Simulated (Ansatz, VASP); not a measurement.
**Mo in VASP and in Ansatz**

INCAR

```
SYSTEM = Mo
PREC = Accurate ; ENCUT = 520
EDIFF = 1E-6 ; ISMEAR = 0
SIGMA = 0.1 ; LREAL = .False.
LASPH = .True. ; NELM = 150
ALGO = Normal ; ISIF = 2
LWAVE = .False. ; LCHARG = .False.
ISPIN = 2 ; MAGMOM = 1 1
LORBIT = 11 ; LMAXMIX = 4
LDIPOL = .True. ; IDIPOL = 3
DIPOL = 0.5 0.5 0.288 ; GGA = PE
NBANDS = 25
```

The input KPOINTS:

```
Automatic mesh
0
Gamma
  6 6 1
  0 0 0
```

File POSCAR:

```
Mo
1.0
    2.5162385595      0.0000000000      0.0000000000
    0.0000000000      2.5162385595      0.0000000000
    0.0000000000      0.0000000000     29.5136109200
Mo
2
Direct
    0.0000000000      0.5000000000      0.3284993611
    0.5000000000      0.0000000000      0.2475060639
```

Input for Ansatz:

```yaml
crystal:
  lattice:
    - [2.5162385595, 0.0, 0.0]
    - [0.0, 2.5162385595, 0.0]
    - [0.0, 0.0, 29.51361092]
  atoms:
    - { symbol: Mo, position: [0.0, 0.5, 0.3284993611], spin: 1.0 }
    - { symbol: Mo, position: [0.5, 0.0, 0.2475060639], spin: 1.0 }
  periodic: [true, true, false]
basis:
  ecutwfc: 420
kpoints:
  mp_grid: { grid: [6, 6, 1] }
hamiltonian:
  xc: pbe
scf:
  occupations: { method: gaussian, width: 0.1 }
  lower_state_search: "off"
output:
  forces: true
  stress: true
  eigenvalues: true
  populations: true
magnetization:
  spin_polarized: true
```

Alike in both runs: task single point; functional PBE; k mesh 6 × 6 × 1; occupations gaussian, width 0.1 eV; collinear spin.

```csv
,VASP,Ansatz
version,VASP 6.6.1,Ansatz 0.2.0
potentials or method,"VASP PAW PBE potentials, release 64 (Mo_sv), cutoff 520 eV","scalar-relativistic, plane waves, PAW"
valence electrons in the cell,28,28
```

|  | VASP | Ansatz | Ansatz less VASP |
| --- | --- | --- | --- |
| gap on the k mesh at the Fermi level (eV) | none | none | - |
| rms of the force components (eV/Å) | 0.015 | 0.009 | -0.0063 |
| net moment per atom (μB) | 0.00 | 0.00 | 0.000 |

Atom by atom the forces differ by 0.006 eV/Å (rms over components). A gap of «none» marks a metal or a gap that the smearing closes. With one functional, cell and mesh, what is left measures potentials, basis and numerics. Ansatz's warnings: seeded moment not kept.

The k mesh is coarse, so the values compare programs but aren't converged.
